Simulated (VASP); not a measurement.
# KTaO3 in VASP: notebook

The runs below take KTaO3 through single point, relaxation of cell and atoms, with PBE+D3(BJ), PBE+D4, PBEsol.

All numbers are computed with VASP 6.6.1; they aren't measurements. Logs are shortened: lines on timing, memory, paths and dates and some standing lists are left out, and cuts for length are marked.

### Step 1. The cell of the first run

Symmetry: Pm-3m, No. 221, cubic system. Conventional cell: a = 4.004 Å, b = 4.004 Å, c = 4.004 Å, α = 90.00°, β = 90.00°, γ = 90.00°. Ta (site symmetry m-3m) has 6 O at 2.00 Å within 2.7 Å. K (site symmetry m-3m) has 12 O at 2.83 Å and 8 Ta at 3.47 Å within 3.7 Å. Within 2.7 Å of O (site symmetry 4/mmm) lie 2 Ta at 2.00 Å.

### Step 2. Single point, PBE+D3(BJ)

The input, INCAR:

```
SYSTEM = KTaO3
  ALGO = Normal
  EDIFF = 1E-6
  ENCUT = 520
  GGA = PE
  ISIF = 2
  ISMEAR = -1
  IVDW = 12
  LASPH = .TRUE.
  LCHARG = .FALSE.
  LREAL = .FALSE.
  LWAVE = .FALSE.
  NBANDS = 27
  NELM = 60
  PREC = Accurate
  SIGMA = 0.05
```

The input, KPOINTS:

```
k-points
0
G
  7 7 7
  0 0 0
```

The input, POSCAR:

```
KTaO3
1.0
    4.0037599647      0.0000000000      0.0000000000
    0.0000000000      4.0037599647      0.0000000000
    0.0000000000      0.0000000000      4.0037599647
Ta K O
1 1 3
Direct
    0.0000000000      0.0000000000      0.0000000000
    0.5000000000      0.5000000000      0.5000000000
    0.0000000000      0.0000000000      0.5000000000
    0.0000000000      0.5000000000      0.0000000000
    0.5000000000      0.0000000000      0.0000000000
```

Potentials or basis: VASP PAW PBE potentials, release 64 (Ta_pv, K_sv, O).

The run is started by

```
> cat potpaw_PBE.64/Ta_pv/POTCAR potpaw_PBE.64/K_sv/POTCAR potpaw_PBE.64/O/POTCAR > POTCAR
> mpirun -np 1 vasp_std > vasp.out
```

OUTCAR:

```text
SYSTEM = KTaO3
   EDIFF = 1E-6
   ENCUT = 520
   GGA = PE
   ISIF = 2
   ISMEAR = -1
   IVDW = 12
   LASPH = .TRUE.
   LREAL = .FALSE.
   NELM = 60
   PREC = Accurate
 IVDW          = 12

 ion  position               nearest neighbor table
   1  0.000  0.000  0.000-   3 2.00   4 2.00   5 2.00   3 2.00   4 2.00   5 2.00   2 3.47   2 3.47
                             2 3.47   2 3.47   2 3.47   2 3.47   2 3.47   2 3.47
   2  0.500  0.500  0.500-   3 2.83   4 2.83   5 2.83   4 2.83   5 2.83   3 2.83   5 2.83   5 2.83
                             3 2.83   4 2.83   4 2.83   3 2.83   1 3.47   1 3.47   1 3.47   1 3.47
   3  0.000  0.000  0.500-   1 2.00   1 2.00   2 2.83   2 2.83   2 2.83   2 2.83
   4  0.000  0.500  0.000-   1 2.00   1 2.00   2 2.83   2 2.83   2 2.83   2 2.83
   5  0.500  0.000  0.000-   1 2.00   1 2.00   2 2.83   2 2.83   2 2.83   2 2.83

  LATTYP: Found a simple cubic cell.
 ALAT       =     4.0037599647

  Lattice vectors:

 A1 = (   4.0037599647,   0.0000000000,   0.0000000000)
 A2 = (   0.0000000000,   4.0037599647,   0.0000000000)
 A3 = (   0.0000000000,   0.0000000000,   4.0037599647)

Analysis of symmetry for initial positions (statically):
=====================================================================
 Subroutine PRICEL returns:
 Original cell was already a primitive cell.

 Routine SETGRP: Setting up the symmetry group for a
 simple cubic supercell.

 Subroutine GETGRP returns: Found 48 space group operations
 (whereof 48 operations were pure point group operations)
 out of a pool of 48 trial point group operations.

The static configuration has the point symmetry O_h .

Analysis of symmetry for dynamics (positions and initial velocities):
=====================================================================
 Subroutine PRICEL returns:
 Original cell was already a primitive cell.

 Routine SETGRP: Setting up the symmetry group for a
 simple cubic supercell.

 Subroutine GETGRP returns: Found 48 space group operations
 (whereof 48 operations were pure point group operations)
 out of a pool of 48 trial point group operations.

The dynamic configuration has the point symmetry O_h .

 Subroutine INISYM returns: Found 48 space group operations
 (whereof 48 operations are pure point group operations),
 and found     1 'primitive' translations

----------------------------------------------------------------------------------------

                                     Primitive cell

  volume of cell :      64.1806

  direct lattice vectors                    reciprocal lattice vectors
     4.003759965  0.000000000  0.000000000     0.249765223  0.000000000  0.000000000
     0.000000000  4.003759965  0.000000000     0.000000000  0.249765223  0.000000000
     0.000000000  0.000000000  4.003759965     0.000000000  0.000000000  0.249765223

  length of vectors
     4.003759965  4.003759965  4.003759965     0.249765223  0.249765223  0.249765223

  position of ions in fractional coordinates (direct lattice)
     0.000000000  0.000000000  0.000000000
     0.500000000  0.500000000  0.500000000
     0.000000000  0.000000000  0.500000000
     0.000000000  0.500000000  0.000000000
     0.500000000  0.000000000  0.000000000

  ion indices of the primitive-cell ions
   primitive index   ion index
                 1           1
                 2           2
                 3           3
                 4           4
                 5           5

----------------------------------------------------------------------------------------

 KPOINTS: k-points

Automatic generation of k-mesh.
 Grid dimensions read from file:
 generate k-points for:    7    7    7

 Generating k-lattice:

  Cartesian coordinates                     Fractional coordinates (reciprocal lattice)
     0.035680746  0.000000000  0.000000000     0.142857143  0.000000000  0.000000000
     0.000000000  0.035680746  0.000000000     0.000000000  0.142857143  0.000000000
     0.000000000  0.000000000  0.035680746     0.000000000  0.000000000  0.142857143

  Length of vectors
     0.035680746  0.035680746  0.035680746

  Shift w.r.t. Gamma in fractional coordinates (k-lattice)
     0.000000000  0.000000000  0.000000000

 Subroutine IBZKPT returns following result:
 ===========================================

 Found     20 irreducible k-points:

 Following reciprocal coordinates:
            Coordinates               Weight
  0.000000  0.000000  0.000000      1.000000
  0.142857  0.000000  0.000000      6.000000
  0.285714  0.000000  0.000000      6.000000
  0.428571  0.000000  0.000000      6.000000
  0.142857  0.142857  0.000000     12.000000
  0.285714  0.142857  0.000000     24.000000
[... 12 lines left out ...]
  0.428571  0.428571  0.285714     24.000000
  0.428571  0.428571  0.428571      8.000000
   k-points           NKPTS =     20   k-points in BZ     NKDIM =     20   number of bands    NBANDS=     27
   number of dos      NEDOS =    301   number of ions     NIONS =      5
   total plane-waves  NPLWV =  27000
   dimension x,y,z NGX =    30 NGY =   30 NGZ =   30
   dimension x,y,z NGXF=    60 NGYF=   60 NGZF=   60
   ions per type =               1   1   3
   NGX,Y,Z   is equivalent  to a cutoff of  12.46, 12.46, 12.46 a.u.
   NGXF,Y,Z  is equivalent  to a cutoff of  24.91, 24.91, 24.91 a.u.
 SYSTEM =  KTaO3
   PREC   = accura    normal or accurate (medium, high low for compatibility)
   ISTART =      0    job   : 0-new  1-cont  2-samecut
   ICHARG =      2    charge: 1-file 2-atom 10-const
   ISPIN  =      1    spin polarized calculation?
   LNONCOLLINEAR =      F non collinear calculations
   LSORBIT =      F    spin-orbit coupling
   LASPH  =      T    aspherical Exc in radial PAW
   ENCUT  =  520.0 eV  38.22 Ry    6.18 a.u.   7.44  7.44  7.44*2*pi/ulx,y,z
   NELM   =     60;   NELMIN=  2; NELMDL= -5     # of ELM steps
   EDIFF  = 0.1E-05   stopping-criterion for ELM
   LREAL  =      F    real-space projection
   EDIFFG = 0.1E-04   stopping-criterion for IOM
   NSW    =      0    number of steps for IOM
   IBRION =     -1    ionic relax: 0-MD 1-quasi-New 2-CG
   NFREE  =      0    steps in history (QN), initial steepest desc. (CG)
   ISIF   =      2    stress and relaxation
   ISYM   =      2    0-nonsym 1-usesym 2-fastsym
   POTIM  = 0.5000    time-step for ionic-motion
   TEBEG  =    0.0;   TEEND  =   0.0 temperature during run
   PSTRESS=    0.0 pullay stress
   NELECT =      38.0000    total number of electrons
   NUPDOWN=      -1.0000    fix difference up-down
   EMIN   =  10.00;   EMAX   =-10.00  energy-range for DOS
   EFERMI =   0.00;   METHOD = LEGACY
   ISMEAR =    -1;   SIGMA  =   0.05  broadening in eV -4-tet -1-fermi 0-gaus
   EFERMI_NEDOS =   21; number of points for ismear=-14 and -15
   IALGO  =     38    algorithm
   IMIX   =      4    mixing-type and parameters
     AMIX     =   0.40;   BMIX     =  1.00
     AMIX_MAG =   1.60;   BMIX_MAG =  1.00
  volume/ion in A,a.u.               =      12.84        86.62
  Fermi-wavevector in a.u.,A,eV,Ry     =   1.374679  2.597767 25.711509  1.889743
  Thomas-Fermi vector in A             =   2.500084
   LORBIT       =      0    0 simple, 1 ext, 2 COOP (PROOUT), +10 PAW based schemes
   GGA     = PE    functional components
   LHFCALC =     F    Hartree Fock is set to
   AEXX    =    0.0000 exact exchange contribution
   IVDW    =    12    specifies the selected vdW correction
   LEPSILON=     F    determine dielectric tensor
   LRPA    =     F    only Hartree local field effects (RPA)
 non-spin polarized calculation
  energy-cutoff  :      520.00
  volume of cell :       64.18
 maximum number of plane-waves:      1751
 NGX is ok and might be reduce to    30
   NGX = 15   NGY = 15   NGZ = 15

 number of electron      37.9999977 magnetization

 Free energy of the ion-electron system (eV)
  ---------------------------------------------------
  ext. energy  EPLUGINS =         0.00000000
  ---------------------------------------------------
  free energy    TOTEN  =       -41.05316595 eV

  energy without entropy =      -41.05316595  energy(sigma->0) =      -41.05316595

 E-fermi :   2.7631     XC(G=0): -10.8135

 val. band max:        1.6657947503   @ k =   0.4286   0.4286   0.4286
 cond. band min:       3.8730117974   @ k =   0.0000   0.0000   0.0000
 fundamental gap:      2.2072170471
 Fermi energy:         2.7631218767

 k-point     1 :       0.0000    0.0000    0.0000
  band No.  band energies     occupation
      1     -32.4534      2.00000
      2     -32.4534      2.00000
      3     -32.4534      2.00000
      4     -25.6097      2.00000
      5     -15.7863      2.00000
      6     -15.0835      2.00000
[... 19 lines left out ...]
     26       9.7873      0.00000
     27       9.7873      0.00000

 k-point     2 :       0.1429    0.0000    0.0000
  band No.  band energies     occupation
      1     -32.4697      2.00000
      2     -32.4528      2.00000
      3     -32.4528      2.00000
      4     -25.6048      2.00000
      5     -15.7309      2.00000
      6     -15.0792      2.00000
[... 19 lines left out ...]
     26      10.0380      0.00000
     27      10.0828      0.00000

 k-point     3 :       0.2857    0.0000    0.0000
  band No.  band energies     occupation
      1     -32.5059      2.00000
      2     -32.4514      2.00000
      3     -32.4514      2.00000
      4     -25.5938      2.00000
      5     -15.6779      2.00000
      6     -15.0699      2.00000
[... 19 lines left out ...]
     26      10.6284      0.00000
     27      11.1687      0.00000

 k-point     4 :       0.4286    0.0000    0.0000
  band No.  band energies     occupation
      1     -32.5347      2.00000
      2     -32.4503      2.00000
      3     -32.4503      2.00000
      4     -25.5850      2.00000
      5     -15.6758      2.00000
      6     -15.0622      2.00000
[... 19 lines left out ...]
     26      11.1366      0.00000
     27      12.2123      0.00000
[... 396 lines left out ...]
      4     -25.5675      2.00000
      5     -14.8423      2.00000
      6     -14.5599      2.00000
[... 19 lines left out ...]
     26      12.2308      0.00000
     27      12.5859      0.00000

 k-point    19 :       0.4286    0.4286    0.2857
  band No.  band energies     occupation
      1     -32.5285      2.00000
      2     -32.5284      2.00000
      3     -32.4989      2.00000
      4     -25.5626      2.00000
      5     -14.6899      2.00000
      6     -14.2914      2.00000
[... 19 lines left out ...]
     26      12.6635      0.00000
     27      12.8749      0.00000

 k-point    20 :       0.4286    0.4286    0.4286
  band No.  band energies     occupation
      1     -32.5273      2.00000
      2     -32.5272      2.00000
      3     -32.5272      2.00000
      4     -25.5576      2.00000
      5     -14.3014      2.00000
      6     -14.2430      2.00000
[... 19 lines left out ...]
     26      12.7283      0.00000
     27      13.6649      0.00000

------------------------ aborting loop because EDIFF is reached ----------------------------------------

 Edisp (eV)   -1.16663

 E8    (eV) :    -0.5198

  FORCE on cell =-STRESS in cart. coord.  units (eV):
  Direction    XX          YY          ZZ          XY          YZ          ZX
  --------------------------------------------------------------------------------------
  -------------------------------------------------------------------------------------
  Total       0.25509     0.25509     0.25509    -0.00000    -0.00000    -0.00000
  in kB       6.36787     6.36787     6.36787    -0.00000    -0.00000    -0.00000
  external pressure =        6.37 kB  Pullay stress =        0.00 kB

 VOLUME and BASIS-vectors are now :
 -----------------------------------------------------------------------------
  energy-cutoff  :      520.00
  volume of cell :       64.18
      direct lattice vectors                 reciprocal lattice vectors
     4.003759965  0.000000000  0.000000000     0.249765223  0.000000000  0.000000000
     0.000000000  4.003759965  0.000000000     0.000000000  0.249765223  0.000000000
     0.000000000  0.000000000  4.003759965     0.000000000  0.000000000  0.249765223

 POSITION                                       TOTAL-FORCE (eV/Angst)
 -----------------------------------------------------------------------------------
      0.00000      0.00000      0.00000         0.000000      0.000000      0.000000
      2.00188      2.00188      2.00188         0.000000      0.000000      0.000000
      0.00000      0.00000      2.00188         0.000000      0.000000      0.000000
      0.00000      2.00188      0.00000         0.000000      0.000000      0.000000
      2.00188      0.00000      0.00000         0.000000      0.000000      0.000000
 -----------------------------------------------------------------------------------
    total drift:                                0.000000     -0.000000      0.000000

  FREE ENERGIE OF THE ION-ELECTRON SYSTEM (eV)
  ---------------------------------------------------
  free  energy   TOTEN  =       -42.2197924760 eV

  energy  without entropy=      -42.2197924759  energy(sigma->0) =      -42.21979248
```

Run time: 21 s. Hardware: 1 thread of AMD EPYC 9R14 (Zen 4), shared host; peak memory 0.17 GiB.

Results:

- Free energy: -42.2198 eV
- Pressure: 0.6 GPa
- Band gap on the k mesh: 2.21 eV, indirect (least direct gap 2.78 eV)
- Dispersion energy per atom: -0.233 eV

Levels at points of the mesh, in eV from the valence-band top:
```tsv
k point	band 16	band 17	band 18	band 19	band 20	band 21	band 22	band 23
(0.00, 0.00, 0.00)	-0.98	-0.57	-0.57	-0.57	2.21	2.21	2.21	6.59
```

Caveat: spin-orbit coupling is left out, which moves the levels of the heavy elements.

### Step 3. Single point, PBE+D4

This run uses another cell than the first one, of 12.90 Å³/atom, 1.005 times its volume.

The input, INCAR:

```
SYSTEM = KTaO3
  PREC = Accurate
  ENCUT = 520
  EDIFF = 1E-6
  ISMEAR = -1
  SIGMA = 0.05
  LREAL = .FALSE.
  LASPH = .TRUE.
  NELM = 100
  ALGO = Normal
  ISIF = 2
  LWAVE = .FALSE.
  LCHARG = .TRUE.
  GGA = PE
  IVDW = 13
  LELF = .TRUE.
  LVHAR = .TRUE.
  NBANDS = 27
```

The input, KPOINTS:

```
regular mesh
0
G
  7 7 7
  0 0 0
```

Edit POSCAR of step 2 so:

```diff
@@ -2,5 +2,5 @@
 1.0
-    4.0037599647      0.0000000000      0.0000000000
-    0.0000000000      4.0037599647      0.0000000000
-    0.0000000000      0.0000000000      4.0037599647
+    4.0104358416      0.0000000000      0.0000000000
+    0.0000000000      4.0104358416      0.0000000000
+    0.0000000000      0.0000000000      4.0104358416
 Ta K O
```

Potentials or basis: VASP PAW PBE potentials, release 64 (Ta_pv, K_sv, O).

The run is started by

```
> cat potpaw_PBE.64/Ta_pv/POTCAR potpaw_PBE.64/K_sv/POTCAR potpaw_PBE.64/O/POTCAR > POTCAR
> mpirun -np 1 vasp_std > vasp.out
```

Wall time 22 s (1 thread of AMD EPYC 9R14 (Zen 4), shared host); peak memory 0.16 GiB.

It converged, with:

```
Free energy                : -41.8337 eV
Pressure                   : 0.6 GPa
Band gap on the k mesh     : 2.20 eV, indirect (least direct gap 2.77 eV)
Dispersion energy per atom : -0.155 eV
```

Levels at points of the mesh, in eV from the valence-band top:
```tsv
k point	band 15	band 16	band 17	band 18	band 19	band 20	band 21	band 22	band 23	band 24
(0.00, 0.00, 0.00)	-0.98	-0.98	-0.57	-0.57	-0.57	2.20	2.20	2.20	6.55	6.63
```

Caveat: spin-orbit coupling is left out, which moves the levels of the heavy elements. A k mesh can miss the band edges.

(Continued in part 2 of 2.)
